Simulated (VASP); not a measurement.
# HfN (Fm-3m) in VASP: a series of runs

The runs below take HfN through single point, relaxation of cell and atoms, with PBE+D3(BJ).

Everything below comes from runs of VASP 6.6.1. Logs are shortened: lines on timing, memory, paths and dates and some standing lists are left out, and cuts for length are marked.

### Step 1. The cell of the first run

It takes space group Fm-3m (No. 225, cubic). Conventional cell: a = 4.517 Å, b = 4.517 Å, c = 4.517 Å, α = 90.00°, β = 90.00°, γ = 90.00°. Hf (site symmetry m-3m) has 6 N at 2.26 Å within 3.0 Å. N (site symmetry m-3m) has 6 Hf at 2.26 Å within 3.0 Å.

### Step 2. Single point, PBE+D3(BJ)

INCAR

```
SYSTEM = HfN
ALGO = Normal
EDIFF = 1E-6
ENCUT = 520
GGA = PE
ISIF = 2
ISMEAR = 0
IVDW = 12
LASPH = .TRUE.
LCHARG = .TRUE.
LELF = .TRUE.
LREAL = .FALSE.
LVHAR = .TRUE.
LWAVE = .FALSE.
NBANDS = 14
NELM = 100
PREC = Accurate
SIGMA = 0.1
```

KPOINTS

```
k-points
0
G
  16 16 16
  0 0 0
```

POSCAR

```
HfN
1.0
    0.0000000000      2.2584262519      2.2584262519
    2.2584262519      0.0000000000      2.2584262519
    2.2584262519      2.2584262519      0.0000000000
Hf N
1 1
Direct
    0.0000000000      0.0000000000      0.0000000000
    0.5000000000      0.5000000000      0.5000000000
```

Potentials or basis: VASP PAW PBE potentials, release 64 (Hf_pv, N).

On the command line:

```console
cat potpaw_PBE.64/Hf_pv/POTCAR potpaw_PBE.64/N/POTCAR > POTCAR
mpirun -np 1 vasp_std > vasp.out
```

OUTCAR:

```text
SYSTEM = HfN
   EDIFF = 1E-6
   ENCUT = 520
   GGA = PE
   ISIF = 2
   ISMEAR = 0
   IVDW = 12
   LASPH = .TRUE.
   LREAL = .FALSE.
   NELM = 100
   PREC = Accurate
 IVDW          = 12

 ion  position               nearest neighbor table
   1  0.000  0.000  0.000-   2 2.26   2 2.26   2 2.26   2 2.26   2 2.26   2 2.26
   2  0.500  0.500  0.500-   1 2.26   1 2.26   1 2.26   1 2.26   1 2.26   1 2.26

  LATTYP: Found a face centered cubic cell.
 ALAT       =     4.5168525038

  Lattice vectors:

 A1 = (   0.0000000000,   2.2584262519,   2.2584262519)
 A2 = (   2.2584262519,   0.0000000000,   2.2584262519)
 A3 = (   2.2584262519,   2.2584262519,   0.0000000000)

Analysis of symmetry for initial positions (statically):
=====================================================================
 Subroutine PRICEL returns:
 Original cell was already a primitive cell.

 Routine SETGRP: Setting up the symmetry group for a
 face centered cubic supercell.

 Subroutine GETGRP returns: Found 48 space group operations
 (whereof 48 operations were pure point group operations)
 out of a pool of 48 trial point group operations.

The static configuration has the point symmetry O_h .

Analysis of symmetry for dynamics (positions and initial velocities):
=====================================================================
 Subroutine PRICEL returns:
 Original cell was already a primitive cell.

 Routine SETGRP: Setting up the symmetry group for a
 face centered cubic supercell.

 Subroutine GETGRP returns: Found 48 space group operations
 (whereof 48 operations were pure point group operations)
 out of a pool of 48 trial point group operations.

The dynamic configuration has the point symmetry O_h .

 Subroutine INISYM returns: Found 48 space group operations
 (whereof 48 operations are pure point group operations),
 and found     1 'primitive' translations

----------------------------------------------------------------------------------------

                                     Primitive cell

  volume of cell :      23.0382

  direct lattice vectors                    reciprocal lattice vectors
     0.000000000  2.258426252  2.258426252    -0.221393105  0.221393105  0.221393105
     2.258426252  0.000000000  2.258426252     0.221393105 -0.221393105  0.221393105
     2.258426252  2.258426252  0.000000000     0.221393105  0.221393105 -0.221393105

  length of vectors
     3.193897035  3.193897035  3.193897035     0.383464106  0.383464106  0.383464106

  position of ions in fractional coordinates (direct lattice)
     0.000000000  0.000000000  0.000000000
     0.500000000  0.500000000  0.500000000

  ion indices of the primitive-cell ions
[... 88 lines left out ...]
   EMIN   =  10.00;   EMAX   =-10.00  energy-range for DOS
   EFERMI =   0.00;   METHOD = LEGACY
   ISMEAR =     0;   SIGMA  =   0.10  broadening in eV -4-tet -1-fermi 0-gaus
   EFERMI_NEDOS =   21; number of points for ismear=-14 and -15
   IALGO  =     38    algorithm
   IMIX   =      4    mixing-type and parameters
     AMIX     =   0.40;   BMIX     =  1.00
     AMIX_MAG =   1.60;   BMIX_MAG =  1.00
  volume/ion in A,a.u.               =      11.52        77.73
  Fermi-wavevector in a.u.,A,eV,Ry     =   1.418914  2.681358 27.392831  2.013316
  Thomas-Fermi vector in A             =   2.539989
   LORBIT       =      0    0 simple, 1 ext, 2 COOP (PROOUT), +10 PAW based schemes
   GGA     = PE    functional components
   LHFCALC =     F    Hartree Fock is set to
   AEXX    =    0.0000 exact exchange contribution
   IVDW    =    12    specifies the selected vdW correction
   LEPSILON=     F    determine dielectric tensor
   LRPA    =     F    only Hartree local field effects (RPA)
 non-spin polarized calculation
 Gauss-broadening in eV      SIGMA  =   0.10
  energy-cutoff  :      520.00
  volume of cell :       23.04
 maximum number of plane-waves:       636
   NGX = 11   NGY = 11   NGZ = 11

 number of electron      15.0000000 magnetization

 Free energy of the ion-electron system (eV)
  ---------------------------------------------------
  ext. energy  EPLUGINS =         0.00000000
  ---------------------------------------------------
  free energy    TOTEN  =       -21.75723607 eV

  energy without entropy =      -21.75430542  energy(sigma->0) =      -21.75577074

 E-fermi :   8.3933     XC(G=0): -12.7365

 val. band max:        8.3931919510   @ k =  -0.1250   0.0625   0.0000
 cond. band min:       8.3977921662   @ k =   0.3750   0.1250   0.0000
 fundamental gap:      0.0046002151
 Fermi energy:         8.3933072010

 k-point     1 :       0.0000    0.0000    0.0000
  band No.  band energies     occupation
      1     -22.7583      2.00000
      2     -22.7583      2.00000
      3     -22.7583      2.00000
      4      -9.1229      2.00000
      5       5.3629      2.00000
      6       5.3629      2.00000
      7       5.3629      2.00000
      8       8.0450      2.00000
      9       8.0450      2.00000
     10       8.0450      2.00000
     11      10.1957      0.00000
     12      10.3626      0.00000
     13      10.3626      0.00000
     14      17.9582      0.00000
[... 377 lines left out ...]
      1     -22.8546      2.00000
      2     -22.7825      2.00000
      3     -22.7603      2.00000
      4      -8.8872      2.00000
      5       4.3454      2.00000
      6       4.7002      2.00000
      7       5.0138      2.00000
      8       8.2078      1.99131
      9       8.2193      1.98614
     10       8.6586      0.00018
     11      10.4518      0.00000
     12      11.2430      0.00000
     13      11.3977      0.00000
     14      18.7549      0.00000

 [... further k-points ...]

------------------------ aborting loop because EDIFF is reached ----------------------------------------

 Edisp (eV)   -0.77300

 E8    (eV) :    -0.3626

  FORCE on cell =-STRESS in cart. coord.  units (eV):
  Direction    XX          YY          ZZ          XY          YZ          ZX
  --------------------------------------------------------------------------------------
  -------------------------------------------------------------------------------------
  Total      -0.34618    -0.34618    -0.34618     0.00000     0.00000     0.00000
  in kB     -24.07492   -24.07492   -24.07492     0.00000     0.00000     0.00000
  external pressure =      -24.07 kB  Pullay stress =        0.00 kB

 VOLUME and BASIS-vectors are now :
 -----------------------------------------------------------------------------
  energy-cutoff  :      520.00
  volume of cell :       23.04
      direct lattice vectors                 reciprocal lattice vectors
     0.000000000  2.258426252  2.258426252    -0.221393105  0.221393105  0.221393105
     2.258426252  0.000000000  2.258426252     0.221393105 -0.221393105  0.221393105
     2.258426252  2.258426252  0.000000000     0.221393105  0.221393105 -0.221393105

 POSITION                                       TOTAL-FORCE (eV/Angst)
 -----------------------------------------------------------------------------------
      0.00000      0.00000      0.00000         0.000000     -0.000000     -0.000000
      2.25843      2.25843      2.25843        -0.000000      0.000000      0.000000
 -----------------------------------------------------------------------------------
    total drift:                                0.000000     -0.000000     -0.000000

  FREE ENERGIE OF THE ION-ELECTRON SYSTEM (eV)
  ---------------------------------------------------
  free  energy   TOTEN  =       -22.5302360763 eV

  energy  without entropy=      -22.5273054256  energy(sigma->0) =      -22.52877075
```

It took 64 s on 1 thread of Intel Xeon 8259CL, shared host; peak memory 0.18 GiB.

What came out:

```yaml
Free_energy: -22.5302 eV
Pressure: -2.4 GPa
Band_gap_on_the_k_mesh: zero (an odd number of electrons rules out a gap without spin polarisation)
Dispersion_energy_per_atom: -0.387 eV
```

Levels at points of the mesh, in eV from the Fermi level:
```
           k point  band 4  band 5  band 6  band 7  band 8  band 9  band 10  band 11  band 12  band 13
(0.00, 0.00, 0.00)  -17.52   -3.03   -3.03   -3.03   -0.35   -0.35    -0.35     1.80     1.97     1.97
(0.50, 0.00, 0.00)  -14.79   -8.89   -6.19   -6.19    3.28    3.71     3.71     4.43     8.84     8.84
(0.50, 0.50, 0.00)  -16.42   -5.42   -3.81   -3.70   -3.70    4.10     5.53     5.53     5.60     8.01
```

Caveat: spin-orbit coupling is left out, which moves the levels of the heavy elements.

### Step 3. Single point, PBE+D3(BJ)

INCAR

```
PREC = Accurate
ENCUT = 520
EDIFF = 1E-6
ISMEAR = 0
SIGMA = 0.1
LREAL = False
LASPH = True
NELM = 80
ALGO = Normal
ISIF = 2
LWAVE = False
LCHARG = False
GGA = PE
IVDW = 12
NBANDS = 14
```

KPOINTS

```
regular mesh
0
Gamma
  16 16 16
```

POSCAR is that of step 2.

Potentials or basis: VASP PAW PBE potentials, release 64 (Hf_pv, N).

On the command line:

```console
cat potpaw_PBE.64/Hf_pv/POTCAR potpaw_PBE.64/N/POTCAR > POTCAR
mpirun -np 1 vasp_std > vasp.out
```

Wall time 54 s (1 thread of Intel Xeon 8259CL, shared host); peak memory 0.19 GiB.

It converged, with:

- Free energy: -22.5302 eV
- Pressure: -2.4 GPa
- Band gap on the k mesh: zero (an odd number of electrons rules out a gap without spin polarisation)
- Dispersion energy per atom: -0.387 eV

Levels at points of the mesh, in eV from the Fermi level:
| k point | band 6 | band 7 | band 8 | band 9 | band 10 | band 11 |
| --- | --- | --- | --- | --- | --- | --- |
| (0.00, 0.00, 0.00) | -3.03 | -3.03 | -0.35 | -0.35 | -0.35 | 1.80 |
| (0.50, 0.00, 0.00) | -6.19 | -6.19 | 3.28 | 3.71 | 3.71 | 4.43 |
| (0.50, 0.50, 0.00) | -3.81 | -3.70 | -3.70 | 4.10 | 5.53 | 5.53 |

Caveat: spin-orbit coupling is left out, which moves the levels of the heavy elements.

### Step 4. Relaxation of cell and atoms, PBE+D3(BJ)

This run uses another cell than the first one, of 11.76 Å³/atom.

INCAR

```
SYSTEM = HfN
PREC = Accurate
ENCUT = 600
EDIFF = 1E-6
ISMEAR = 0
SIGMA = 0.1
LREAL = .FALSE.
LASPH = .TRUE.
NELM = 100
ALGO = Normal
ISIF = 3
LWAVE = .FALSE.
LCHARG = .FALSE.
GGA = PE
IVDW = 12
IBRION = 2
NSW = 70
EDIFFG = -0.005
```

KPOINTS

```
Automatic mesh
0
G
  16 16 16
  0 0 0
```

POSCAR

```
HfN
1.0
    0.0000000000      2.2738954530      2.2738954530
    2.2738954530      0.0000000000      2.2738954530
    2.2738954530      2.2738954530      0.0000000000
Hf N
1 1
Direct
    0.0000000000      0.0000000000      0.0000000000
    0.5000000000      0.5000000000      0.5000000000
```

Potentials or basis: VASP PAW PBE potentials, release 64 (Hf_pv, N).

On the command line:

```console
cat potpaw_PBE.64/Hf_pv/POTCAR potpaw_PBE.64/N/POTCAR > POTCAR
mpirun -np 1 vasp_std > vasp.out
```

OUTCAR:

```text
SYSTEM = HfN
   PREC = Accurate
   ENCUT = 600
   EDIFF = 1E-6
   ISMEAR = 0
   LREAL = .FALSE.
   LASPH = .TRUE.
   NELM = 100
   ISIF = 3
   GGA = PE
   IVDW = 12
   IBRION = 2
   NSW = 70
   EDIFFG = -0.005
 IVDW          = 12

 ion  position               nearest neighbor table
   1  0.000  0.000  0.000-   2 2.27   2 2.27   2 2.27   2 2.27   2 2.27   2 2.27
   2  0.500  0.500  0.500-   1 2.27   1 2.27   1 2.27   1 2.27   1 2.27   1 2.27

  LATTYP: Found a face centered cubic cell.
 ALAT       =     4.5477909060

  Lattice vectors:

 A1 = (   0.0000000000,   2.2738954530,   2.2738954530)
 A2 = (   2.2738954530,   0.0000000000,   2.2738954530)
 A3 = (   2.2738954530,   2.2738954530,   0.0000000000)

Analysis of symmetry for initial positions (statically):
=====================================================================
 Subroutine PRICEL returns:
 Original cell was already a primitive cell.

 Routine SETGRP: Setting up the symmetry group for a
 face centered cubic supercell.

[... 295 lines left out ...]

  energy without entropy =      -21.75115604  energy(sigma->0) =      -21.75261519

 E-fermi :   8.4757     XC(G=0): -12.7848

 val. band max:        8.4573675344   @ k =  -0.4375   0.3125   0.1250
 cond. band min:       8.4758041043   @ k =  -0.1250   0.0625   0.0000
 fundamental gap:      0.0184365699
 Fermi energy:         8.4757317759

 k-point     1 :       0.0000    0.0000    0.0000
  band No.  band energies     occupation
      1     -22.6398      2.00000
      2     -22.6398      2.00000
      3     -22.6398      2.00000
      4      -9.0960      2.00000
      5       5.4341      2.00000
      6       5.4341      2.00000
      7       5.4341      2.00000
      8       8.1220      2.00000
      9       8.1220      2.00000
     10       8.1220      2.00000
     11      10.3660      0.00000
[... 309 lines left out ...]
 k-point    24 :      -0.0625    0.0625    0.0000
  band No.  band energies     occupation
      1     -22.7397      2.00000
      2     -22.6647      2.00000
      3     -22.6417      2.00000
      4      -8.8555      2.00000
      5       4.4110      2.00000
      6       4.7621      2.00000
      7       5.0808      2.00000
      8       8.2870      1.99239
      9       8.2980      1.98803
     10       8.7441      0.00015
     11      10.5845      0.00000

 [... further k-points ...]

------------------------ aborting loop because EDIFF is reached ----------------------------------------

 Edisp (eV)   -0.78045

 E8    (eV) :    -0.3662
[... 25 lines left out ...]
  FREE ENERGIE OF THE ION-ELECTRON SYSTEM (eV)
  ---------------------------------------------------
  free  energy   TOTEN  =       -22.5345203320 eV

  energy  without entropy=      -22.5316020251  energy(sigma->0) =      -22.53306118

 reached required accuracy - stopping structural energy minimisation
```

OSZICAR:

```text
N       E                     dE             d eps       ncg     rms          rms(c)
DAV:   1     0.460323294801E+02    0.46032E+02   -0.89849E+03  3190   0.144E+03
DAV:   2    -0.220742041598E+02   -0.68107E+02   -0.64401E+02  4303   0.285E+02
[... 29 lines left out ...]
DAV:   7    -0.217545470848E+02   -0.66161E-07   -0.21343E-06  3460   0.156E-02
   3 F= -.22534515E+02 E0= -.22533056E+02  d E =-.172289E-01
       N       E                     dE             d eps       ncg     rms          rms(c)
DAV:   1    -0.217540916868E+02    0.45533E-03   -0.48696E-04  3244   0.226E-01    0.742E-02
DAV:   2    -0.217540781001E+02    0.13587E-04   -0.23031E-05  3382   0.467E-02    0.339E-02
DAV:   3    -0.217540743079E+02    0.37921E-05   -0.84010E-06  3505   0.286E-02    0.210E-02
DAV:   4    -0.217540743437E+02   -0.35779E-07   -0.45309E-07  1757   0.750E-03
   4 F= -.22534520E+02 E0= -.22533061E+02  d E =-.172339E-01
```

CONTCAR:

```text
HfN
   1.00000000000000
     0.0000000000000000    2.2515464404705972    2.2515464404705972
     2.2515464404705972    0.0000000000000000    2.2515464404705972
     2.2515464404705972    2.2515464404705972    0.0000000000000000
  Hf              N
     1     1
Direct
     1.0000000000000000    0.0000000000000000    0.0000000000000000
     0.5000000000000000    0.5000000000000000    0.5000000000000000

  0.00000000E+00  0.00000000E+00  0.00000000E+00
  0.00000000E+00  0.00000000E+00  0.00000000E+00
```

It took 3.8 min on 1 thread of Intel Xeon 8259CL, shared host; peak memory 0.22 GiB.

Results:

```
Free energy                           : -22.5345 eV
Relaxed volume                        : 11.41 Å³/atom
Relaxed cell                          : a = 3.184 Å, b = 3.184 Å, c = 3.184 Å, α = 60.00°, β = 60.00°, γ = 60.00°
Space group after relaxing (to 0.1 Å) : Fm-3m (No. 225)
Energy gained by relaxing             : 8.6 meV/atom
Ionic steps                           : 4
Pressure after relaxing               : 0.0 GPa
Band gap on the k mesh                : zero (an odd number of electrons rules out a gap without spin polarisation)
Dispersion energy per atom            : -0.390 eV
```

Step by step:
```tsv
step	energy change (eV)	largest force (eV/Å)	pressure (GPa)	volume (Å³)
1	0.0000	0.0000	-7.85	23.51
2	0.0467	0.0000	17.62	21.61
3	-0.0172	0.0000	-0.13	22.84
4	-0.0172	0.0000	0.04	22.83
```

Final structure:
```yaml
crystal:
  lattice:
    - [0.00000, 2.25155, 2.25155]
    - [2.25155, 0.00000, 2.25155]
    - [2.25155, 2.25155, 0.00000]
  atoms:
    - { symbol: Hf, position: [0.00000, 0.00000, 0.00000] }
    - { symbol: N, position: [0.50000, 0.50000, 0.50000] }
```

Caveat: spin-orbit coupling is left out, which moves the levels of the heavy elements.
